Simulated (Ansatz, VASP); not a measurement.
**Two plane-wave programs on K2SiB2**

```xyz
5
Lattice="1.5436 -9.5573 0.0000 1.5436 9.5573 0.0000 0.0000 0.0000 4.1213" Properties=species:S:1:pos:R:3 pbc="T T T"
K     1.5436    2.5385    2.0606
K     1.5436   -2.5385    2.0606
Si    0.0000    0.0000    0.0000
B     1.5436    4.8079    0.0000
B     1.5436   -4.8079    0.0000
```

Change from the starting cell: species swapped into the Sm2InNi2 type (Cmmm, No. 65).

Alike in both runs: functional PBE; k mesh 12 × 12 × 10; occupations gaussian, width 0.1 eV; no spin polarisation.

Ansatz relaxed the structure, and its values are those at the end. VASP's run is a single point on that final structure, the one shown.

```csv
,VASP,Ansatz
version,VASP 6.6.1,Ansatz 0.2.0
potentials or method,"VASP PAW PBE potentials, release 64 (K_sv, Si, B), cutoff 520 eV","scalar-relativistic, plane waves, PAW"
valence electrons in the cell,28,28
```

|  | VASP | Ansatz | Ansatz less VASP |
| --- | --- | --- | --- |
| gap on the k mesh at the Fermi level (eV) | none | none | - |
| pressure (GPa) | 0.0 | 0.0 | -0.03 |

A gap of «none» marks a metal or a gap that the smearing closes. The functional is the same, so the differences come from potentials, cutoffs and numerics.
